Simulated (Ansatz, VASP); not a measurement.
Two plane-wave programs on GaO

```xyz
2
Lattice="2.8336 0.0000 0.0000 0.0000 2.8336 0.0000 0.0000 0.0000 2.8336" Properties=species:S:1:pos:R:3 pbc="T T T"
Ga    1.4168    1.4168    1.4168
O     0.0000    0.0000    0.0000
```

Change from the starting cell: species swapped into the TbMg type (Pm-3m, No. 221).

Alike in both runs: task relaxation of cell and atoms; functional PBE; k mesh 20 × 20 × 20; occupations gaussian, width 0.1 eV; no spin polarisation.

|  | VASP | Ansatz |
| --- | --- | --- |
| version | VASP 6.6.1 | Ansatz 0.2.0 |
| potentials or method | VASP PAW PBE potentials, release 64 (Ga_d, O), cutoff 600 eV | scalar-relativistic, plane waves, PAW |
| valence electrons in the cell | 19 | 19 |

Ansatz gave:

```
gap on the k mesh at the Fermi level, each at its own relaxed structure (eV) : none
relaxed volume (Å³/atom)                                                     : 11.38
relaxed cell length with the largest relative difference (Å)                 : 2.834
```

Question: Which values does VASP return?

Answer: gap on the k mesh at the Fermi level, each at its own relaxed structure (eV): none; relaxed volume (Å³/atom): 11.39; relaxed cell length with the largest relative difference (Å): 2.835.

A gap of «none» marks a metal or a gap that the smearing closes.
